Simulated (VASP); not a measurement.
Runs of VASP 6.6.1 on WC. The structure is that of space group Fm-3m (No. 225), or close to it. The cells are those of the table. 

```tsv
cell	gap on the mesh (eV)	pressure (GPa)
a = 2.996 Å, angles 60.0°, 2 atoms	none	36.5
a = 3.036, b = 3.036, c = 2.919 Å, angles 61.3, 61.3, 57.5°, 2 atoms	none	(c)
a = 3.226 Å, angles 60.0°, 2 atoms	none	-40.9
a = 2.958, b = 2.958, c = 2.919 Å, angles 60.4, 60.4, 59.1°, 2 atoms	none	68.3
a = 3.149 Å, angles 60.0°, 2 atoms	none	-23.8
a = 2.997, b = 2.997, c = 2.919 Å, angles 60.9, 60.9, 58.3°, 2 atoms	none	54.4
a = 2.958, b = 2.958, c = 2.996 Å, angles 59.6, 59.6, 60.9°, 2 atoms	none	(b)
a = 2.919 Å, angles 60.0°, 2 atoms	none	(a)
```

Alike in all rows: task single point; level PBEsol; potentials or basis VASP PAW PBE potentials, release 64 (W_sv, C); no spin polarisation; k mesh 24 × 24 × 24; cutoff (eV) 520; smearing gaussian 0.15 eV.

Question: Fill in the values left out.

Answer: (a) 85.6; (b) 51.9; (c) 43.2.

Caveats: the PAW data sets were made with another functional, which shifts forces and pressure a little; spin-orbit coupling is left out, which moves the levels of the heavy elements.

A k mesh can miss the band edges, and the runs leave out spin-orbit coupling on W.

A gap of «none» marks levels without a gap at the run's occupations.
